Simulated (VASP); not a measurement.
Write the native input for VASP 6.6.1 that does the following.

* Task: single point
* Functional: LDA
* Potentials or basis: VASP PAW LDA potentials, release 64 (Li_sv, H, F)
* Cutoff: 520 eV
* k mesh: 9 × 9 × 9
* Occupations: gaussian, width 0.05 eV
* Spin: no spin polarisation
* Dipole correction: no
* Further INCAR settings: ALGO = Normal; EDIFF = 1e-06; NBANDS = 17

The structure of LiHF2 lies in POSCAR:

```
LiHF2
1.0
    1.3995045156      0.8080043088      4.2646668686
   -1.3995045156      0.8080043088      4.2646668686
    0.0000000000     -1.6160086176      4.2646668686
Li H F
1 1 2
Direct
    0.0000000000      0.0000000000      0.0000000000
    0.5000000000      0.5000000000      0.5000000000
    0.4125119035      0.4125119035      0.4125119035
    0.5874880965      0.5874880965      0.5874880965
```

This cell differs from its parent crystal: strain -0.030 along x and y, -0.015 along z.

These files were run (other wordings do the same):

INCAR

```
SYSTEM = LiHF2
PREC = Accurate
ENCUT = 520
EDIFF = 1E-6
ISMEAR = 0
SIGMA = 0.05
LREAL = .False.
LASPH = .True.
NELM = 60
ALGO = Normal
ISIF = 2
LWAVE = .False.
LCHARG = .False.
NBANDS = 17
```

KPOINTS

```
regular mesh
0
Gamma
  9 9 9
  0 0 0
```

Potentials or basis: VASP PAW LDA potentials, release 64 (Li_sv, H, F).

The run is started by

```console
$ cat potpaw_LDA.64/Li_sv/POTCAR potpaw_LDA.64/H/POTCAR potpaw_LDA.64/F/POTCAR > POTCAR
$ mpirun -np 1 vasp_std > vasp.out
```

It gave:

```
Largest force          : 0.332 eV/Å
Band gap on the k mesh : 8.63 eV (least direct gap 8.86 eV)
```

Caveat: the cell differs from its parent crystal (strain -0.030 along x and y, -0.015 along z).

It took 120 s on 1 thread of Intel Xeon 8259CL (shared host), peak memory 0.18 GiB.
